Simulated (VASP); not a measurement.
# Rh (P6_3/mmc) in VASP: single point with LDA

Aim: the single point of Rh with LDA.

Program: VASP 6.6.1. These are calculated values, not measurements. Logs are shortened: lines on timing, memory, paths and dates and some standing lists are left out, and cuts for length are marked.

## (1) The cell of the first run

Symmetry: P6_3/mmc, No. 194, hexagonal system. The conventional cell has a = 2.637 Å, b = 2.637 Å, c = 8.618 Å, α = 90.00°, β = 90.00°, γ = 120.00°. Within 3.5 Å of Rh (site symmetry -3m) lie 12 Rh at 2.64 Å. Within 3.5 Å of Rh (site symmetry -6m2) lie 12 Rh at 2.64 Å.

This isn't the form of Rh at room conditions, which is fcc.

## (2) Single point, LDA

The input, INCAR:

```
PREC = Accurate
ENCUT = 620
EDIFF = 1E-6
ISMEAR = -1
SIGMA = 0.05
LREAL = F
LASPH = T
NELM = 120
ALGO = Normal
ISIF = 2
LWAVE = F
LCHARG = F
GGA = CA
NBANDS = 42
GGA_COMPAT = F
```

The input, KPOINTS:

```
Automatic mesh
0
Gamma
  10 10 3
```

The input, POSCAR:

```
Rh
1.0
    2.6367956380      0.0000000000      0.0000000000
   -1.3183978190      2.2835320057      0.0000000000
    0.0000000000      0.0000000000      8.6184672829
Rh
4
Direct
    0.0000000000      0.0000000000      0.0000000000
    0.3333333333      0.6666666667      0.2500000000
    0.0000000000      0.0000000000      0.5000000000
    0.6666666667      0.3333333333      0.7500000000
```

Potentials or basis: VASP PAW LDA potentials, release 64 (Rh_sv_GW).

Started as:

```console
$ cat potpaw_LDA.64/Rh_sv_GW/POTCAR > POTCAR
$ mpirun -np 1 vasp_std > vasp.out
```

OUTCAR:

```text
PREC = Accurate
   ENCUT = 620
   EDIFF = 1E-6
   ISMEAR = -1
   LREAL = F
   LASPH = T
   NELM = 120
   ISIF = 2
   GGA = CA

 ion  position               nearest neighbor table
   1  0.000  0.000  0.000-   2 2.64   4 2.64   4 2.64   2 2.64   4 2.64   2 2.64
   2  0.333  0.667  0.250-   1 2.64   3 2.64   1 2.64   3 2.64   1 2.64   3 2.64
   3  0.000  0.000  0.500-   2 2.64   4 2.64   4 2.64   2 2.64   4 2.64   2 2.64
   4  0.667  0.333  0.750-   1 2.64   3 2.64   1 2.64   3 2.64   1 2.64   3 2.64

  LATTYP: Found a hexagonal cell.
 ALAT       =     2.6367956380
 C/A-ratio  =     3.2685382055

  Lattice vectors:

 A1 = (   2.6367956380,   0.0000000000,   0.0000000000)
 A2 = (  -1.3183978190,   2.2835320057,   0.0000000000)
 A3 = (   0.0000000000,   0.0000000000,   8.6184672829)

Analysis of symmetry for initial positions (statically):
=====================================================================
 Subroutine PRICEL returns:
 Original cell was already a primitive cell.

 Routine SETGRP: Setting up the symmetry group for a
 hexagonal supercell.

 Subroutine GETGRP returns: Found 24 space group operations
 (whereof 12 operations were pure point group operations)
 out of a pool of 24 trial point group operations.

The static configuration has the point symmetry D_3d.
 The point group associated with its full space group is D_6h.

Analysis of symmetry for dynamics (positions and initial velocities):
=====================================================================
 Subroutine PRICEL returns:
 Original cell was already a primitive cell.

 Routine SETGRP: Setting up the symmetry group for a
 hexagonal supercell.

 Subroutine GETGRP returns: Found 24 space group operations
 (whereof 12 operations were pure point group operations)
 out of a pool of 24 trial point group operations.

The dynamic configuration has the point symmetry D_3d.
 The point group associated with its full space group is D_6h.

 Subroutine INISYM returns: Found 24 space group operations
 (whereof 12 operations are pure point group operations),
 and found     1 'primitive' translations

----------------------------------------------------------------------------------------

                                     Primitive cell

  volume of cell :      51.8936

  direct lattice vectors                    reciprocal lattice vectors
     2.636795638  0.000000000  0.000000000     0.379248200  0.218959051  0.000000000
    -1.318397819  2.283532006  0.000000000     0.000000000  0.437918101  0.000000000
     0.000000000  0.000000000  8.618467283     0.000000000  0.000000000  0.116029912

  length of vectors
     2.636795638  2.636795637  8.618467283     0.437918101  0.437918101  0.116029912

  position of ions in fractional coordinates (direct lattice)
     0.000000000  0.000000000  0.000000000
     0.333333333  0.666666667  0.250000000
     0.000000000  0.000000000  0.500000000
     0.666666667  0.333333333  0.750000000

  ion indices of the primitive-cell ions
   primitive index   ion index
                 1           1
                 2           2
                 3           3
                 4           4

----------------------------------------------------------------------------------------

 KPOINTS: Automatic mesh

Automatic generation of k-mesh.
 Grid dimensions read from file:
 generate k-points for:   10   10    3

 Generating k-lattice:

  Cartesian coordinates                     Fractional coordinates (reciprocal lattice)
     0.037924820  0.021895905  0.000000000     0.100000000 -0.000000000  0.000000000
     0.000000000  0.043791810  0.000000000     0.000000000  0.100000000  0.000000000
     0.000000000  0.000000000  0.038676637     0.000000000  0.000000000  0.333333333

  Length of vectors
     0.043791810  0.043791810  0.038676637

  Shift w.r.t. Gamma in fractional coordinates (k-lattice)
     0.000000000  0.000000000  0.000000000

 Subroutine IBZKPT returns following result:
 ===========================================

 Found     28 irreducible k-points:

 Following reciprocal coordinates:
            Coordinates               Weight
  0.000000  0.000000  0.000000      1.000000
  0.100000 -0.000000  0.000000      6.000000
  0.200000 -0.000000  0.000000      6.000000
  0.300000 -0.000000  0.000000      6.000000
  0.400000  0.000000  0.000000      6.000000
  0.500000 -0.000000  0.000000      3.000000
[... 16 lines left out ...]
  0.300000  0.100000  0.333333     24.000000
  0.400000  0.100000  0.333333     24.000000
 [... further k-points ...]
   k-points           NKPTS =     28   k-points in BZ     NKDIM =     28   number of bands    NBANDS=     42
   number of dos      NEDOS =    301   number of ions     NIONS =      4
   total plane-waves  NPLWV =  40320
   dimension x,y,z NGX =    24 NGY =   24 NGZ =   70
   dimension x,y,z NGXF=    48 NGYF=   48 NGZF=  140
   ions per type =               4
   NGX,Y,Z   is equivalent  to a cutoff of  15.13, 15.13, 13.50 a.u.
   NGXF,Y,Z  is equivalent  to a cutoff of  30.26, 30.26, 27.01 a.u.
 SYSTEM =  unknown system
   PREC   = accura    normal or accurate (medium, high low for compatibility)
   ISTART =      0    job   : 0-new  1-cont  2-samecut
   ICHARG =      2    charge: 1-file 2-atom 10-const
   ISPIN  =      1    spin polarized calculation?
   LNONCOLLINEAR =      F non collinear calculations
   LSORBIT =      F    spin-orbit coupling
   LASPH  =      T    aspherical Exc in radial PAW
   ENCUT  =  620.0 eV  45.57 Ry    6.75 a.u.   5.35  5.35 17.50*2*pi/ulx,y,z
   NELM   =    120;   NELMIN=  2; NELMDL= -5     # of ELM steps
   EDIFF  = 0.1E-05   stopping-criterion for ELM
   LREAL  =      F    real-space projection
   EDIFFG = 0.1E-04   stopping-criterion for IOM
   NSW    =      0    number of steps for IOM
   IBRION =     -1    ionic relax: 0-MD 1-quasi-New 2-CG
   NFREE  =      0    steps in history (QN), initial steepest desc. (CG)
   ISIF   =      2    stress and relaxation
   ISYM   =      2    0-nonsym 1-usesym 2-fastsym
   POTIM  = 0.5000    time-step for ionic-motion
   TEBEG  =    0.0;   TEEND  =   0.0 temperature during run
   PSTRESS=    0.0 pullay stress
   NELECT =      68.0000    total number of electrons
   NUPDOWN=      -1.0000    fix difference up-down
   EMIN   =  10.00;   EMAX   =-10.00  energy-range for DOS
   EFERMI =   0.00;   METHOD = LEGACY
   ISMEAR =    -1;   SIGMA  =   0.05  broadening in eV -4-tet -1-fermi 0-gaus
   EFERMI_NEDOS =   21; number of points for ismear=-14 and -15
   IALGO  =     38    algorithm
   IMIX   =      4    mixing-type and parameters
     AMIX     =   0.40;   BMIX     =  1.00
     AMIX_MAG =   1.60;   BMIX_MAG =  1.00
  volume/ion in A,a.u.               =      12.97        87.55
  Fermi-wavevector in a.u.,A,eV,Ry     =   1.791458  3.385364 43.665467  3.209321
  Thomas-Fermi vector in A             =   2.854021
   LORBIT       =      0    0 simple, 1 ext, 2 COOP (PROOUT), +10 PAW based schemes
   GGA     = CA    functional components
   LHFCALC =     F    Hartree Fock is set to
   AEXX    =    0.0000 exact exchange contribution
   IVDW    =     0    specifies the selected vdW correction
   LEPSILON=     F    determine dielectric tensor
   LRPA    =     F    only Hartree local field effects (RPA)
 non-spin polarized calculation
  energy-cutoff  :      620.00
  volume of cell :       51.89
 maximum number of plane-waves:      1847
 NGX is ok and might be reduce to    24
   NGX = 11   NGY = 11   NGZ = 35

 number of electron      68.0000009 magnetization

 Free energy of the ion-electron system (eV)
  ---------------------------------------------------
  ext. energy  EPLUGINS =         0.00000000
  ---------------------------------------------------
  free energy    TOTEN  =       -31.24924069 eV

  energy without entropy =      -31.20356802  energy(sigma->0) =      -31.22640436

 E-fermi :  11.6896     XC(G=0): -14.7989

 val. band max:       11.6691359205   @ k =   0.3000   0.1000   0.3333
 cond. band min:      11.7018537304   @ k =   0.4000   0.0000   0.3333
 fundamental gap:      0.0327178099
 Fermi energy:        11.6896288714

 k-point     1 :       0.0000    0.0000    0.0000
  band No.  band energies     occupation
      1     -67.0089      2.00000
      2     -66.9462      2.00000
      3     -66.9216      2.00000
      4     -66.8581      2.00000
      5     -35.5214      2.00000
      6     -35.0820      2.00000
[... 34 lines left out ...]
     41      20.7802      0.00000
     42      26.0496      0.00000

 k-point     2 :       0.1000   -0.0000    0.0000
  band No.  band energies     occupation
      1     -66.9963      2.00000
      2     -66.9368      2.00000
      3     -66.9122      2.00000
      4     -66.8518      2.00000
      5     -35.4929      2.00000
      6     -35.0900      2.00000
[... 34 lines left out ...]
     41      20.7055      0.00000
     42      26.5162      0.00000

 k-point     3 :       0.2000   -0.0000    0.0000
  band No.  band energies     occupation
      1     -66.9625      2.00000
      2     -66.9119      2.00000
      3     -66.8873      2.00000
      4     -66.8361      2.00000
      5     -35.4140      2.00000
      6     -35.1462      2.00000
[... 34 lines left out ...]
     41      20.5443      0.00000
     42      26.9827      0.00000

 k-point     4 :       0.3000   -0.0000    0.0000
  band No.  band energies     occupation
      1     -66.9183      2.00000
      2     -66.8811      2.00000
      3     -66.8565      2.00000
      4     -66.8190      2.00000
      5     -35.3338      2.00000
      6     -35.3083      2.00000
[... 844 lines left out ...]
     41      22.5680      0.00000
     42      25.3669      0.00000

 k-point    23 :       0.3000    0.1000    0.3333
  band No.  band energies     occupation
      1     -66.8867      2.00000
      2     -66.8741      2.00000
      3     -66.8287      2.00000
      4     -66.8161      2.00000
      5     -35.3822      2.00000
      6     -35.3322      2.00000
[... 34 lines left out ...]
     41      22.6946      0.00000
     42      22.9707      0.00000

 k-point    24 :       0.4000    0.1000    0.3333
  band No.  band energies     occupation
      1     -66.8586      2.00000
      2     -66.8514      2.00000
      3     -66.8167      2.00000
      4     -66.8096      2.00000
      5     -35.4701      2.00000
      6     -35.4366      2.00000
[... 34 lines left out ...]
     41      21.3564      0.00000
     42      21.3868      0.00000

 [... further k-points ...]

------------------------ aborting loop because EDIFF is reached ----------------------------------------

  FORCE on cell =-STRESS in cart. coord.  units (eV):
  Direction    XX          YY          ZZ          XY          YZ          ZX
  --------------------------------------------------------------------------------------
  -------------------------------------------------------------------------------------
  Total        2.3291040      2.3291040      2.5145816     -0.0000000      0.0000000      0.0000000
  in kB       71.9094320     71.9094319     77.6359203     -0.0000000      0.0000000      0.0000000
  external PRESSURE =      73.8182614 kB  Pullay stress =       0.0000000 kB

 VOLUME and BASIS-vectors are now :
 -----------------------------------------------------------------------------
  energy-cutoff  :      620.00
  volume of cell :       51.89
      direct lattice vectors                 reciprocal lattice vectors
     2.636795638  0.000000000  0.000000000     0.379248200  0.218959051  0.000000000
    -1.318397819  2.283532006  0.000000000     0.000000000  0.437918101  0.000000000
     0.000000000  0.000000000  8.618467283     0.000000000  0.000000000  0.116029912

 POSITION                                       TOTAL-FORCE (eV/Angst)
 -----------------------------------------------------------------------------------
      0.00000      0.00000      0.00000        -0.000000      0.000000     -0.000000
     -0.00000      1.52235      2.15462        -0.000000      0.000000      0.000000
      0.00000      0.00000      4.30923        -0.000000      0.000000     -0.000000
      1.31840      0.76118      6.46385         0.000000     -0.000000      0.000000
 -----------------------------------------------------------------------------------
    total drift:                               -0.000000      0.000000      0.000000

  FREE ENERGIE OF THE ION-ELECTRON SYSTEM (eV)
  ---------------------------------------------------
  free  energy   TOTEN  =       -31.2492406897 eV

  energy  without entropy=      -31.2035680242  energy(sigma->0) =      -31.22640436
```

Wall time 54 s (1 thread of Intel Xeon 6975P-C (Granite Rapids), shared host); peak memory 0.21 GiB.

What came out:

```
Free energy            : -31.2492 eV
Pressure               : 7.4 GPa
Band gap on the k mesh : zero (bands 34 and 35 overlap by 2.05 eV)
```

Stress tensor (GPa, compression positive):
```
7.19 0.00 0.00
0.00 7.19 0.00
0.00 0.00 7.76
```

Caveat: the cell stands under pressure.

The gap in the log of VASP goes by the Fermi energy; the results here count the filled bands.